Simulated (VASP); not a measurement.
A run of VASP 6.6.1:

The input INCAR:

```
SYSTEM = Fe
  AGGAC = 1.0
  AGGAX = 1.0
  ALDAC = 0.0
  ALDAX = 1.0
  ALGO = Normal
  EDIFF = 1E-6
  ENCUT = 520
  GGA = B5
  ISIF = 2
  ISMEAR = -1
  ISPIN = 2
  LASPH = .TRUE.
  LCHARG = .TRUE.
  LELF = .TRUE.
  LMAXMIX = 4
  LORBIT = 11
  LREAL = .FALSE.
  LVHAR = .TRUE.
  LWAVE = .FALSE.
  MAGMOM = 2.629 2.482 2.482
  NBANDS = 23
  NELM = 150
  PREC = Accurate
  SIGMA = 0.05
```

Contents of KPOINTS:

```
k-points
0
G
  11 11 17
  0 0 0
```

Contents of POSCAR:

```
Fe
1.0
    4.2476413330      0.0000000000      0.0000000000
   -2.1238206665      3.6785653005      0.0000000000
    0.0000000000      0.0000000000      2.4101010338
Fe
3
Direct
    1.0000000000      0.0000000000      0.0000000000
    0.3333333333      0.6666666667      0.5000000000
    0.6666666667      0.3333333333      0.5000000000
```

Potentials or basis: VASP PAW PBE potentials, release 64 (Fe).

Command:

```console
$ cat potpaw_PBE.64/Fe/POTCAR > POTCAR
$ mpirun -np 1 vasp_std > vasp.out
```

Hardware: 1 thread of Intel(R) Xeon(R) 6975P-C (Granite Rapids), on a shared host.

Estimate the wall time of this run.

Wall time 100 s on 1 thread of Intel(R) Xeon(R) 6975P-C (Granite Rapids) (shared host), peak memory 0.28 GiB. Counts: scf iterations 17, k points 144.
